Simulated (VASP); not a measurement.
Runs of VASP 6.6.1 on In. The structure is that of space group P6_3/mmc (No. 194), or close to it. The cells are those of the table. 

```tsv
task	cell	cutoff (eV)	k mesh for the DOS	occupations for the DOS	gap on the mesh (eV)	pressure (GPa)
single point	a = 2.505, b = 2.505, c = 4.089 Å, angles 90.0, 90.0, 120.0°, 2 atoms	520	-	-	none	(b)
relaxation of shape and atoms at fixed volume	relaxed from a = 2.639, b = 2.639, c = 4.146 Å, angles 90.0, 90.0, 120.0°, 2 atoms	600	-	-	none	212.8
single point	a = 2.606, b = 2.606, c = 4.250 Å, angles 90.0, 90.0, 120.0°, 2 atoms	520	-	-	none	212.7
single point	a = 2.791, b = 2.791, c = 4.531 Å, angles 90.0, 90.0, 120.0°, 2 atoms	520	-	-	none	95.0
single point	a = 3.108, b = 3.108, c = 4.982 Å, angles 90.0, 90.0, 120.0°, 2 atoms	520	-	-	none	(a)
single point	a = 2.957, b = 2.957, c = 4.770 Å, angles 90.0, 90.0, 120.0°, 2 atoms	520	-	-	none	44.3
relaxation of shape and atoms at fixed volume	relaxed from a = 2.821, b = 2.821, c = 4.433 Å, angles 90.0, 90.0, 120.0°, 2 atoms	600	-	-	none	95.1
single point	a = 3.249, b = 3.249, c = 5.165 Å, angles 90.0, 90.0, 120.0°, 2 atoms	520	-	-	none	8.3
```

Alike in all rows: level PBE; potentials or basis VASP PAW PBE potentials, release 64 (In_d); no spin polarisation; k mesh 13 × 13 × 7; smearing fermi-dirac 0.08 eV.

**Question.** Fill in the values left out.

**Answer.** (a) 20.3; (b) 329.8.

Caveats: spin-orbit coupling is left out, which moves the levels of the heavy elements.

A k mesh can miss the band edges, and the runs leave out spin-orbit coupling on In.

A gap of «none» marks levels without a gap at the run's occupations.
